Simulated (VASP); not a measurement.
# LiF (P6_3mc) in VASP: further runs

Runs on LiF. Level: PBE. Tasks: single point.

Program: VASP 6.6.1. These are calculated values, not measurements. Logs are shortened: lines on timing, memory, paths and dates and some standing lists are left out, and cuts for length are marked.

## 1. The cell of the first run

It takes space group P6_3mc (No. 186, hexagonal). Conventional cell: a = 3.160 Å, b = 3.160 Å, c = 4.797 Å, α = 90.00°, β = 90.00°, γ = 120.00°. Li (site symmetry 3m) has 4 F at 1.76 to 1.93 Å within 2.3 Å. F (site symmetry 3m) has 4 Li at 1.76 to 1.93 Å within 2.3 Å.

## 2. Single point, PBE (c/a of the conventional cell at fixed volume 1.5180)

Contents of INCAR:

```
PREC = Accurate ; ENCUT = 520
EDIFF = 1E-6 ; ISMEAR = 0
SIGMA = 0.05 ; LREAL = F
LASPH = T ; NELM = 80
ALGO = Normal ; ISIF = 2
LWAVE = F ; LCHARG = T
GGA = PE ; LELF = T
LVHAR = T ; NBANDS = 18
```

Contents of KPOINTS:

```
Automatic mesh
0
Gamma
  9 9 6
```

Contents of POSCAR:

```
LiF
1.0
    3.1599600852      0.0000000000      0.0000000000
   -1.5799800426      2.7366057088      0.0000000000
    0.0000000000      0.0000000000      4.7968194094
Li F
2 2
Direct
    0.3333333333      0.6666666667      0.3606709794
    0.6666666667      0.3333333333      0.8606709794
    0.3333333333      0.6666666667      0.9939266766
    0.6666666667      0.3333333333      0.4939266766
```

Potentials or basis: VASP PAW PBE potentials, release 64 (Li_sv, F).

Command:

```console
$ cat potpaw_PBE.64/Li_sv/POTCAR potpaw_PBE.64/F/POTCAR > POTCAR
$ mpirun -np 1 vasp_std > vasp.out
```

OUTCAR:

```text
PREC = Accurate
   ENCUT = 520
   EDIFF = 1E-6
   ISMEAR = 0
   LREAL = F
   LASPH = T
   NELM = 80
   ISIF = 2
   GGA = PE

 ion  position               nearest neighbor table
   1  0.333  0.667  0.361-   3 1.76   4 1.93   4 1.93   4 1.93
   2  0.667  0.333  0.861-   4 1.76   3 1.93   3 1.93   3 1.93
   3  0.333  0.667  0.994-   1 1.76   2 1.93   2 1.93   2 1.93
   4  0.667  0.333  0.494-   2 1.76   1 1.93   1 1.93   1 1.93

  LATTYP: Found a hexagonal cell.
 ALAT       =     3.1599600852
 C/A-ratio  =     1.5180000000

  Lattice vectors:

 A1 = (   3.1599600852,   0.0000000000,   0.0000000000)
 A2 = (  -1.5799800426,   2.7366057088,   0.0000000000)
 A3 = (   0.0000000000,   0.0000000000,   4.7968194094)

Analysis of symmetry for initial positions (statically):
=====================================================================
 Subroutine PRICEL returns:
 Original cell was already a primitive cell.

 Routine SETGRP: Setting up the symmetry group for a
 hexagonal supercell.

 Subroutine GETGRP returns: Found 12 space group operations
 (whereof  6 operations were pure point group operations)
 out of a pool of 24 trial point group operations.

The static configuration has the point symmetry C_3v.
 The point group associated with its full space group is C_6v.

Analysis of symmetry for dynamics (positions and initial velocities):
=====================================================================
 Subroutine PRICEL returns:
 Original cell was already a primitive cell.

 Routine SETGRP: Setting up the symmetry group for a
 hexagonal supercell.

 Subroutine GETGRP returns: Found 12 space group operations
 (whereof  6 operations were pure point group operations)
 out of a pool of 24 trial point group operations.

The dynamic configuration has the point symmetry C_3v.
 The point group associated with its full space group is C_6v.

 Subroutine INISYM returns: Found 12 space group operations
 (whereof  6 operations are pure point group operations),
 and found     1 'primitive' translations

----------------------------------------------------------------------------------------

                                     Primitive cell

  volume of cell :      41.4808

  direct lattice vectors                    reciprocal lattice vectors
     3.159960085  0.000000000  0.000000000     0.316459693  0.182708089  0.000000000
    -1.579980043  2.736605709  0.000000000     0.000000000  0.365416178  0.000000000
     0.000000000  0.000000000  4.796819409     0.000000000  0.000000000  0.208471471

  length of vectors
     3.159960085  3.159960085  4.796819409     0.365416178  0.365416178  0.208471471

  position of ions in fractional coordinates (direct lattice)
     0.333333333  0.666666667  0.360670979
     0.666666667  0.333333333  0.860670979
     0.333333333  0.666666667  0.993926677
     0.666666667  0.333333333  0.493926677

  ion indices of the primitive-cell ions
   primitive index   ion index
                 1           1
                 2           2
                 3           3
                 4           4

----------------------------------------------------------------------------------------

 KPOINTS: Automatic mesh

Automatic generation of k-mesh.
 Grid dimensions read from file:
 generate k-points for:    9    9    6

 Generating k-lattice:

  Cartesian coordinates                     Fractional coordinates (reciprocal lattice)
     0.035162188  0.020300899  0.000000000     0.111111111  0.000000000  0.000000000
     0.000000000  0.040601798  0.000000000     0.000000000  0.111111111  0.000000000
     0.000000000  0.000000000  0.034745245     0.000000000  0.000000000  0.166666667

  Length of vectors
     0.040601798  0.040601798  0.034745245

  Shift w.r.t. Gamma in fractional coordinates (k-lattice)
     0.000000000  0.000000000  0.000000000

 Subroutine IBZKPT returns following result:
 ===========================================

 Found     48 irreducible k-points:

 Following reciprocal coordinates:
            Coordinates               Weight
[... 53 lines left out ...]
  band No.  band energies     occupation
      1     -43.1923      2.00000
      2     -43.1655      2.00000
      3     -21.9494      2.00000
      4     -21.8221      2.00000
      5      -4.3926      2.00000
      6      -3.9024      2.00000
[... 10 lines left out ...]
     17      16.8484      0.00000
     18      17.1866      0.00000

 k-point     8 :       0.3333    0.1111    0.0000
  band No.  band energies     occupation
      1     -43.1835      2.00000
      2     -43.1661      2.00000
      3     -21.8993      2.00000
      4     -21.8190      2.00000
      5      -4.4806      2.00000
      6      -3.9989      2.00000
[... 10 lines left out ...]
     17      16.2276      0.00000
     18      17.5904      0.00000
[... 229 lines left out ...]
     17      16.6687      0.00000
     18      17.4561      0.00000

 k-point    20 :       0.3333    0.1111    0.1667
  band No.  band energies     occupation
      1     -43.1823      2.00000
      2     -43.1673      2.00000
      3     -21.8948      2.00000
      4     -21.8254      2.00000
      5      -4.4540      2.00000
      6      -4.0015      2.00000
[... 10 lines left out ...]
     17      16.2683      0.00000
     18      17.7030      0.00000

 k-point    21 :       0.4444    0.1111    0.1667
  band No.  band energies     occupation
      1     -43.1782      2.00000
      2     -43.1680      2.00000
      3     -21.8710      2.00000
      4     -21.8276      2.00000
      5      -4.5640      2.00000
      6      -3.9314      2.00000
[... 10 lines left out ...]
     17      16.0361      0.00000
     18      17.8369      0.00000

 k-point    22 :       0.2222    0.2222    0.1667
  band No.  band energies     occupation
      1     -43.1831      2.00000
      2     -43.1672      2.00000
      3     -21.8994      2.00000
      4     -21.8247      2.00000
      5      -4.2526      2.00000
      6      -4.2218      2.00000
[... 10 lines left out ...]
     17      16.8438      0.00000
     18      17.7946      0.00000

 k-point    23 :       0.3333    0.2222    0.1667
  band No.  band energies     occupation
      1     -43.1766      2.00000
      2     -43.1686      2.00000
      3     -21.8635      2.00000
      4     -21.8275      2.00000
      5      -4.4752      2.00000
      6      -4.0376      2.00000
[... 10 lines left out ...]
     17      16.3684      0.00000
     18      17.8572      0.00000

 k-point    24 :       0.3333    0.3333    0.1667
  band No.  band energies     occupation
      1     -43.1717      2.00000
      2     -43.1717      2.00000
      3     -21.8397      2.00000
      4     -21.8397      2.00000
      5      -4.4958      2.00000
      6      -3.9073      2.00000
[... 10 lines left out ...]
     17      15.7463      0.00000
     18      17.7891      0.00000

 [... further k-points ...]

------------------------ aborting loop because EDIFF is reached ----------------------------------------

  FORCE on cell =-STRESS in cart. coord.  units (eV):
  Direction    XX          YY          ZZ          XY          YZ          ZX
  --------------------------------------------------------------------------------------
  -------------------------------------------------------------------------------------
  Total       -0.5294533     -0.5294533      1.6632128      0.0000000      0.0000000      0.0000000
  in kB      -20.4498924    -20.4498924     64.2408409      0.0000000      0.0000000      0.0000000
  external PRESSURE =       7.7803520 kB  Pullay stress =       0.0000000 kB

 VOLUME and BASIS-vectors are now :
 -----------------------------------------------------------------------------
  energy-cutoff  :      520.00
  volume of cell :       41.48
      direct lattice vectors                 reciprocal lattice vectors
     3.159960085  0.000000000  0.000000000     0.316459693  0.182708089  0.000000000
    -1.579980043  2.736605709  0.000000000     0.000000000  0.365416178  0.000000000
     0.000000000  0.000000000  4.796819409     0.000000000  0.000000000  0.208471471

 POSITION                                       TOTAL-FORCE (eV/Angst)
 -----------------------------------------------------------------------------------
     -0.00000      1.82440      1.73007        -0.000000     -0.000000      0.574810
      1.57998      0.91220      4.12848         0.000000      0.000000      0.574810
     -0.00000      1.82440      4.76769         0.000000      0.000000     -0.574810
      1.57998      0.91220      2.36928        -0.000000      0.000000     -0.574810
 -----------------------------------------------------------------------------------
    total drift:                                0.000000      0.000000     -0.005090

  FREE ENERGIE OF THE ION-ELECTRON SYSTEM (eV)
  ---------------------------------------------------
  free  energy   TOTEN  =       -19.2294588892 eV

  energy  without entropy=      -19.2294588892  energy(sigma->0) =      -19.22945889
```

It took 30 s on 1 thread of AMD EPYC 9R45 (Zen 5), shared host; peak memory 0.12 GiB.

What came out:

```
Free energy            : -19.2295 eV
Largest force          : 0.575 eV/Å
Band gap on the k mesh : 7.65 eV, direct
```

Forces in eV/Å, atoms in the order of the input:
```
Li   0.000  0.000  0.575
Li   0.000  0.000  0.575
F    0.000  0.000 -0.575
F    0.000  0.000 -0.575
```

Levels at points of the mesh, in eV from the valence-band top:
```tsv
k point	band 7	band 8	band 9	band 10	band 11	band 12	band 13	band 14
(0.00, 0.00, 0.00)	-0.37	-0.02	-0.02	0.00	7.65	12.03	15.07	18.13
(0.00, 0.00, 0.50)	-0.19	-0.19	-0.19	-0.19	9.29	9.29	17.83	17.83
```

Caveat: the cutoff is under 1.25 times the usual one of these potentials, so pressure, stress and relaxed cells hold a basis-set (Pulay) error. A k mesh can miss the band edges.

## 3. Single point, PBE (c/a of the conventional cell at fixed volume 1.6183)

Contents of INCAR:

```
ALGO = Normal
EDIFF = 1E-6
ENCUT = 520
GGA = PE
ISIF = 2
ISMEAR = 0
LASPH = True
LCHARG = False
LREAL = False
LWAVE = False
NBANDS = 18
NELM = 60
PREC = Accurate
SIGMA = 0.05
```

Contents of KPOINTS:

```
k-points
0
Gamma
  9 9 6
```

Contents of POSCAR:

```
LiF
1.0
    3.0932795901      0.0000000000      0.0000000000
   -1.5466397950      2.6788587060      0.0000000000
    0.0000000000      0.0000000000      5.0058543606
Li F
2 2
Direct
    0.3333333333      0.6666666667      0.3402706354
    0.6666666667      0.3333333333      0.8402706354
    0.3333333333      0.6666666667      0.9939266766
    0.6666666667      0.3333333333      0.4939266766
```

Potentials or basis: VASP PAW PBE potentials, release 64 (Li_sv, F).

Command:

```console
$ cat potpaw_PBE.64/Li_sv/POTCAR potpaw_PBE.64/F/POTCAR > POTCAR
$ mpirun -np 1 vasp_std > vasp.out
```

It took 34 s on 1 thread of AMD EPYC 9R45 (Zen 5), shared host; peak memory 0.13 GiB.

It converged, with:

| Property | Result |
| --- | --- |
| Free energy | -19.1813 eV |
| Largest force | 0.809 eV/Å |
| Band gap on the k mesh | 7.58 eV, direct |

Forces on the atoms (eV/Å):
```
Li   0.000  0.000  0.809
Li   0.000  0.000  0.809
F    0.000  0.000 -0.809
F    0.000  0.000 -0.809
```

Levels at points of the mesh, in eV from the valence-band top:
| k point | band 8 | band 9 | band 10 | band 11 | band 12 | band 13 |
| --- | --- | --- | --- | --- | --- | --- |
| (0.00, 0.00, 0.00) | -0.25 | 0.00 | 0.00 | 7.58 | 11.67 | 14.49 |
| (0.00, 0.00, 0.50) | -0.14 | -0.14 | -0.14 | 9.09 | 9.09 | 17.30 |

Caveat: the cutoff is under 1.25 times the usual one of these potentials, so pressure, stress and relaxed cells hold a basis-set (Pulay) error.

## 4. Single point, PBE (c/a of the conventional cell at fixed volume 1.5180)

Contents of INCAR:

```
SYSTEM = LiF
PREC = Accurate ; ENCUT = 520
EDIFF = 1E-6 ; ISMEAR = 0
SIGMA = 0.05 ; LREAL = .FALSE.
LASPH = .TRUE. ; NELM = 80
ALGO = Normal ; ISIF = 2
LWAVE = .FALSE. ; LCHARG = .TRUE.
GGA = PE ; LELF = .TRUE.
LVHAR = .TRUE. ; NBANDS = 18
```

Contents of KPOINTS:

```
Automatic mesh
0
G
  9 9 6
  0 0 0
```

Contents of POSCAR:

```
LiF
1.0
    3.1599600852      0.0000000000      0.0000000000
   -1.5799800426      2.7366057088      0.0000000000
    0.0000000000      0.0000000000      4.7968194094
Li F
2 2
Direct
    0.3333333333      0.6666666667      0.3810713234
    0.6666666667      0.3333333333      0.8810713234
    0.3333333333      0.6666666667      0.9939266766
    0.6666666667      0.3333333333      0.4939266766
```

Command:

```console
$ cat potpaw_PBE.64/Li_sv/POTCAR potpaw_PBE.64/F/POTCAR > POTCAR
$ mpirun -np 1 vasp_std > vasp.out
```

Run time: 27 s. Hardware: 1 thread of AMD EPYC 9R45 (Zen 5), shared host; peak memory 0.13 GiB.

It converged, with:

```yaml
Free_energy: -19.2929 eV
Largest_force: 0.117 eV/Å
Band_gap_on_the_k_mesh: 7.55 eV, direct
```

Forces in eV/Å, atoms in the order of the input:
```
Li   0.000  0.000  0.117
Li   0.000  0.000  0.117
F    0.000  0.000 -0.117
F    0.000  0.000 -0.117
```

Levels at points of the mesh, in eV from the valence-band top:
| k point | band 8 | band 9 | band 10 | band 11 | band 12 | band 13 |
| --- | --- | --- | --- | --- | --- | --- |
| (0.00, 0.00, 0.00) | -0.18 | -0.18 | 0.00 | 7.55 | 11.94 | 15.00 |
| (0.00, 0.00, 0.50) | -0.35 | -0.35 | -0.35 | 9.26 | 9.26 | 17.53 |

Caveat: the cutoff is under 1.25 times the usual one of these potentials, so pressure, stress and relaxed cells hold a basis-set (Pulay) error. A k mesh can miss the band edges.

## 5. Single point, PBE (c/a of the conventional cell at fixed volume 1.5180)

Contents of INCAR:

```
ALGO     = Normal         # electronic algorithm
EDIFF    = 1E-7           # SCF threshold, eV
ENCUT    = 520            # plane-wave cutoff, eV
GGA      = PE             # functional
ISIF     = 2              # what is computed and relaxed
ISMEAR   = 0              # smearing method
LASPH    = T              # aspherical terms in the spheres
LCHARG   = F              # write CHGCAR
LREAL    = F              # projectors in reciprocal space
LWAVE    = F              # write WAVECAR
NBANDS   = 18             # bands
NELM     = 60             # most SCF steps
PREC     = Accurate       # precision mode
SIGMA    = 0.05           # smearing width, eV
```

Contents of KPOINTS:

```
k-points
0
Gamma
  9 9 6
```

Changes to POSCAR since step 4:

```diff
@@ -8,4 +8,4 @@
 Direct
-    0.3333333333      0.6666666667      0.3810713234
-    0.6666666667      0.3333333333      0.8810713234
+    0.3333333333      0.6666666667      0.3402706354
+    0.6666666667      0.3333333333      0.8402706354
     0.3333333333      0.6666666667      0.9939266766
```

Command:

```console
$ cat potpaw_PBE.64/Li_sv/POTCAR potpaw_PBE.64/F/POTCAR > POTCAR
$ mpirun -np 1 vasp_std > vasp.out
```

It took 30 s on 1 thread of AMD EPYC 9R45 (Zen 5), shared host; peak memory 0.12 GiB.

The run converged. Its results:

```yaml
Free_energy: -19.0457 eV
Largest_force: 1.374 eV/Å
Band_gap_on_the_k_mesh: 7.61 eV, direct
```

Forces on the atoms (eV/Å):
```
Li   0.000  0.000  1.374
Li   0.000  0.000  1.374
F    0.000  0.000 -1.374
F    0.000  0.000 -1.374
```

Levels at points of the mesh, in eV from the valence-band top:
| k point | band 7 | band 8 | band 9 | band 10 | band 11 | band 12 | band 13 | band 14 |
| --- | --- | --- | --- | --- | --- | --- | --- | --- |
| (0.00, 0.00, 0.00) | -0.36 | -0.14 | 0.00 | 0.00 | 7.61 | 12.01 | 14.95 | 18.19 |
| (0.00, 0.00, 0.50) | -0.18 | -0.18 | -0.18 | -0.18 | 9.18 | 9.18 | 18.03 | 18.03 |

Caveat: the cutoff is under 1.25 times the usual one of these potentials, so pressure, stress and relaxed cells hold a basis-set (Pulay) error; forces of over 1 eV/Å act on the atoms, so gaps and moduli don't describe the material at rest. A k mesh can miss the band edges.

## 6. Single point, PBE (c/a of the conventional cell at fixed volume 1.4427)

Contents of INCAR:

```
SYSTEM = LiF
ALGO     = Normal         ! electronic algorithm
EDIFF    = 1E-6           ! SCF threshold, eV
ENCUT    = 520            ! plane-wave cutoff, eV
GGA      = PE             ! functional
ISIF     = 2              ! what is computed and relaxed
ISMEAR   = 0              ! smearing method
LASPH    = .True.         ! aspherical terms in the spheres
LCHARG   = .False.        ! write CHGCAR
LREAL    = .False.        ! projectors in reciprocal space
LWAVE    = .False.        ! write WAVECAR
NBANDS   = 18             ! bands
NELM     = 60             ! most SCF steps
PREC     = Accurate       ! precision mode
SIGMA    = 0.05           ! smearing width, eV
```

Contents of KPOINTS:

```
k-points
0
Gamma
  9 9 6
  0 0 0
```

Contents of POSCAR:

```
LiF
1.0
    3.2140071864      0.0000000000      0.0000000000
   -1.6070035932      2.7834118714      0.0000000000
    0.0000000000      0.0000000000      4.6368481678
Li F
2 2
Direct
    0.3333333333      0.6666666667      0.3402706354
    0.6666666667      0.3333333333      0.8402706354
    0.3333333333      0.6666666667      0.9939266766
    0.6666666667      0.3333333333      0.4939266766
```

Potentials or basis: VASP PAW PBE potentials, release 64 (Li_sv, F).

Command:

```console
$ cat potpaw_PBE.64/Li_sv/POTCAR potpaw_PBE.64/F/POTCAR > POTCAR
$ mpirun -np 1 vasp_std > vasp.out
```

Run time: 27 s. Hardware: 1 thread of AMD EPYC 7R13 (Zen 3), shared host; peak memory 0.13 GiB.

The run converged. Its results:

```yaml
Free_energy: -18.8536 eV
Largest_force: 2.006 eV/Å
Band_gap_on_the_k_mesh: 7.60 eV, direct
```

Forces on the atoms (eV/Å):
```
Li   0.000  0.000  2.006
Li   0.000  0.000  2.006
F    0.000  0.000 -2.006
F    0.000  0.000 -2.006
```

Levels at points of the mesh, in eV from the valence-band top:
```csv
k point,band 7,band 8,band 9,band 10,band 11,band 12,band 13,band 14
"(0.00, 0.00, 0.00)",-0.43,-0.08,0.00,0.00,7.60,12.29,15.33,17.87
"(0.00, 0.00, 0.50)",-0.22,-0.22,-0.22,-0.22,9.24,9.24,18.10,18.10
```

Caveat: the cutoff is under 1.25 times the usual one of these potentials, so pressure, stress and relaxed cells hold a basis-set (Pulay) error; forces of over 1 eV/Å act on the atoms, so gaps and moduli don't describe the material at rest. A k mesh can miss the band edges.

## 7. The runs side by side

| cell | gap on the mesh (eV) | largest force (eV/Å) |
| --- | --- | --- |
| a = 3.160, b = 3.160, c = 4.797 Å, angles 90.0, 90.0, 120.0°, 4 atoms | 7.61 | 1.37 |
| a = 3.093, b = 3.093, c = 5.006 Å, angles 90.0, 90.0, 120.0°, 4 atoms | 7.58 | 0.81 |
| a = 3.214, b = 3.214, c = 4.637 Å, angles 90.0, 90.0, 120.0°, 4 atoms | 7.60 | 2.01 |

Some of these runs hold the atoms at other places in the same cell, which the table doesn't show; runs alike in all that it shows share one row.

Alike in all rows: task single point; level PBE; potentials or basis VASP PAW PBE potentials, release 64 (Li_sv, F); no spin polarisation; k mesh 9 × 9 × 6; cutoff (eV) 520; smearing gaussian 0.05 eV.

Caveats: the cutoff is under 1.25 times the usual one of these potentials, so pressure, stress and relaxed cells hold a basis-set (Pulay) error; forces of over 1 eV/Å act on the atoms, so gaps and moduli don't describe the material at rest (some runs).

Absolute energies hang on the potentials; compare differences alone.
